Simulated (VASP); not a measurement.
Write the native input for VASP 6.6.1 that does the following.

| Item | Value |
| --- | --- |
| Task | single point |
| Functional | PBE |
| Potentials or basis | VASP PAW PBE potentials, release 64 (Bi_d, O) |
| Cutoff | 520 eV |
| k mesh | 4 × 4 × 4 |
| Occupations | gaussian, width 0.1 eV |
| Spin | no spin polarisation |
| Dipole correction | no |
| Further INCAR settings | ALGO = Normal; EDIFF = 1e-06; NBANDS = 41 |

The structure of Bi4O lies in POSCAR:

```
Bi4O
1.0
   -3.6820050100      3.6820050100      2.6254875500
    3.6820050100     -3.6820050100      2.6254875500
    3.6820050100      3.6820050100     -2.6254875500
Bi O
4 1
Direct
    0.0000000000      0.6609869300      0.6609869300
    0.0000000000      0.3390130700      0.3390130700
    0.6609869300      0.0000000000      0.6609869300
    0.3390130700      0.0000000000      0.3390130700
    0.0000000000      0.0000000000      0.0000000000
```

The cell was generated, and may not be a known phase.

These files were run (other wordings do the same):

INCAR

```
  PREC = Accurate
  ENCUT = 520
  EDIFF = 1E-6
  ISMEAR = 0
  SIGMA = 0.1
  LREAL = False
  LASPH = True
  NELM = 100
  ALGO = Normal
  ISIF = 2
  LWAVE = False
  LCHARG = False
  GGA = PE
  NBANDS = 41
```

KPOINTS

```
regular mesh
0
Gamma
  4 4 4
```

Potentials or basis: VASP PAW PBE potentials, release 64 (Bi_d, O).

Run with:

```sh
$ cat potpaw_PBE.64/Bi_d/POTCAR potpaw_PBE.64/O/POTCAR > POTCAR
$ mpirun -np 1 vasp_std > vasp.out
```

Results of the run:

```yaml
Pressure: 27.7 GPa
Largest_force: 12.301 eV/Å
Band_gap_on_the_k_mesh: zero (bands 33 and 34 overlap by 0.94 eV)
```

Caveat: the k points lie up to 0.37 Å⁻¹ apart, too coarse for converged energies and pressures of a metal; spin-orbit coupling is left out, which moves the levels of the heavy elements; forces of over 1 eV/Å act on the atoms, so gaps and moduli don't describe the material at rest.

Run time: 100 s on 1 thread of Intel(R) Xeon(R) Platinum 8124M CPU @ 3.00GHz (Skylake/Cascade Lake), on a shared host, peak memory 0.33 GiB.
